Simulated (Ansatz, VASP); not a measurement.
# Two plane-wave programs on MgZn2S3

```
Mg Zn S
1.0
     3.90608    0.00000    0.00000
    -1.95304    3.38276    0.00000
     0.00000    0.00000    9.59007
Mg Zn S
1 2 3
Direct
  0.00000 0.00000 0.99998
  0.66667 0.33333 0.33743
  0.33333 0.66667 0.66207
  0.66667 0.33333 0.09164
  0.33333 0.66667 0.41644
  0.00000 0.00000 0.74243
```

Alike in both runs: functional PBE; k mesh 6 × 6 × 2; occupations gaussian, width 0.1 eV; no spin polarisation.

Ansatz relaxed the structure, and its values are those at the end. VASP's run is a single point on that final structure, the one shown.

|  | VASP | Ansatz |
| --- | --- | --- |
| version | VASP 6.6.1 | Ansatz 0.2.0 |
| potentials or method | VASP PAW PBE potentials, release 64 (Mg, Zn, S), cutoff 520 eV | scalar-relativistic, plane waves, PAW |
| valence electrons in the cell | 44 | 52 |

|  | VASP | Ansatz | Ansatz less VASP |
| --- | --- | --- | --- |
| gap on the k mesh at the Fermi level (eV) | 2.23 | 2.23 | -0.001 |
| least direct gap on the mesh (eV) | 2.23 | 2.23 | -0.001 |
| pressure (GPa) | 0.0 | 0.0 | -0.03 |
| rms of the force components (eV/Å) | 0.007 | 0.003 | -0.0037 |

With one functional, cell and mesh, what is left measures potentials, basis and numerics. VASP's potentials hold 44 valence electrons a cell and Ansatz's 52, so a difference there can come from the potentials and not from the codes.
